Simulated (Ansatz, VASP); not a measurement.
**One calculation of BiAs, two programs**

```
CELL_PARAMETERS angstrom
3.73063 0.00000 0.00000
0.00000 3.73063 0.00000
0.00000 0.00000 3.73063
ATOMIC_POSITIONS crystal
As 0.00000 0.00000 0.00000
Bi 0.50000 0.50000 0.50000
```

Change from the starting cell: volume scaled by 1.03.

Alike in both runs: task single point; functional PBE; k mesh 13 × 13 × 13; occupations fermi-dirac, width 0.05 eV; no spin polarisation.

|  | VASP | Ansatz |
| --- | --- | --- |
| version | VASP 6.6.1 | Ansatz 0.2.0 |
| potentials or method | VASP PAW PBE potentials, release 64 (As, Bi_d), cutoff 520 eV | all-electron LAPW, scalar-relativistic |

|  | VASP | Ansatz | Ansatz less VASP |
| --- | --- | --- | --- |
| pressure (GPa) | -1.8 | -1.8 | +0.03 |

Ansatz ran all-electron here, and VASP with PAW potentials.

Neither program's run includes spin-orbit coupling.
